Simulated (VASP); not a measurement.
Set up this calculation in VASP 6.6.1, as the native input.

```
Task                   : single point
Functional             : PBE
Potentials or basis    : VASP PAW PBE potentials, release 64 (Cd, Se)
Cutoff                 : 520 eV
k mesh                 : 8 × 8 × 4
Occupations            : gaussian, width 0.1 eV
Spin                   : no spin polarisation
Dipole correction      : no
Further INCAR settings : ALGO = Normal; EDIFF = 1e-07; NBANDS = 65
```

The structure of Cd4Se lies in POSCAR:

```
Cd4Se
1.0
    4.4522405151      0.0000000000      0.0000000000
    0.0000000000      4.4522405151      0.0000000000
    0.0000000000      0.0000000000     14.0024464559
Cd Se
8 2
Direct
    0.0000000000      0.0000000000      0.0000000000
    0.5000000000      0.5000000000      0.0000000000
    0.0000000000      0.5000000000      0.4993983172
    0.5000000000      0.0000000000      0.5006016828
    0.0000000000      0.0000000000      0.3324398403
    0.5000000000      0.5000000000      0.3324398403
    0.5000000000      0.5000000000      0.6675601597
    0.0000000000      0.0000000000      0.6675601597
    0.0000000000      0.5000000000      0.1170802045
    0.5000000000      0.0000000000      0.8829197955
```

The cell was built from a structure type or drawn by symmetry, and may not be a known phase.

One way to write it, as run:

INCAR

```
PREC = Accurate ; ENCUT = 520
EDIFF = 1E-7 ; ISMEAR = 0
SIGMA = 0.1 ; LREAL = F
LASPH = T ; NELM = 80
ALGO = Normal ; ISIF = 2
LWAVE = F ; LCHARG = T
GGA = PE ; LELF = T
LVHAR = T ; NBANDS = 65
```

KPOINTS

```
Automatic mesh
0
Gamma
  8 8 4
```

Potentials or basis: VASP PAW PBE potentials, release 64 (Cd, Se).

The run is started by

```sh
$ cat potpaw_PBE.64/Cd/POTCAR potpaw_PBE.64/Se/POTCAR > POTCAR
$ mpirun -np 1 vasp_std > vasp.out
```

It gave:

The pressure is 0.2 GPa, the largest force is 0.047 eV/Å and the band gap on the k mesh is zero (bands 54 and 55 overlap by 1.87 eV).

Wall time 11 min on 1 thread of AMD EPYC 9R45 96-Core Processor (Zen 5) (shared host), peak memory 0.71 GiB.
